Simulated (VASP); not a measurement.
Set up this calculation in VASP 6.6.1, as the native input.

```yaml
Task: single point
Functional: PBE
Potentials_or_basis: VASP PAW PBE potentials, release 64 (Rb_sv, Mg)
Cutoff: 520 eV
k_mesh: 6 × 6 × 4
Occupations: gaussian, width 0.1 eV
Spin: no spin polarisation
Dipole_correction: no
Further_INCAR_settings: ALGO = Normal; EDIFF = 1e-06; NBANDS = 14
```

The structure of RbMg2 lies in POSCAR:

```
RbMg2
1.0
    5.8264860366      0.0000000000      0.0000000000
   -2.9132430184      5.0458849226      0.0000000000
    0.0000000000      0.0000000000      4.0981416920
Rb Mg
1 2
Direct
    0.0000000000      0.0000000000      0.0000000000
    0.3333333333      0.6666666667      0.5000000000
    0.6666666667      0.3333333333      0.5000000000
```

One way to write it, as run:

INCAR

```
PREC = Accurate
ENCUT = 520
EDIFF = 1E-6
ISMEAR = 0
SIGMA = 0.1
LREAL = False
LASPH = True
NELM = 60
ALGO = Normal
ISIF = 2
LWAVE = False
LCHARG = False
GGA = PE
NBANDS = 14
```

KPOINTS

```
regular mesh
0
Gamma
  6 6 4
```

Potentials or basis: VASP PAW PBE potentials, release 64 (Rb_sv, Mg).

Command:

```bash
$ cat potpaw_PBE.64/Rb_sv/POTCAR potpaw_PBE.64/Mg/POTCAR > POTCAR
$ mpirun -np 1 vasp_std > vasp.out
```

Results of the run:

- Pressure: -0.4 GPa

Caveat: the k points lie up to 0.38 Å⁻¹ apart.

Wall time 21 s on 1 thread of Intel(R) Xeon(R) Platinum 8375C CPU @ 2.90GHz (Ice Lake), with other jobs on the host, peak memory 0.25 GiB.
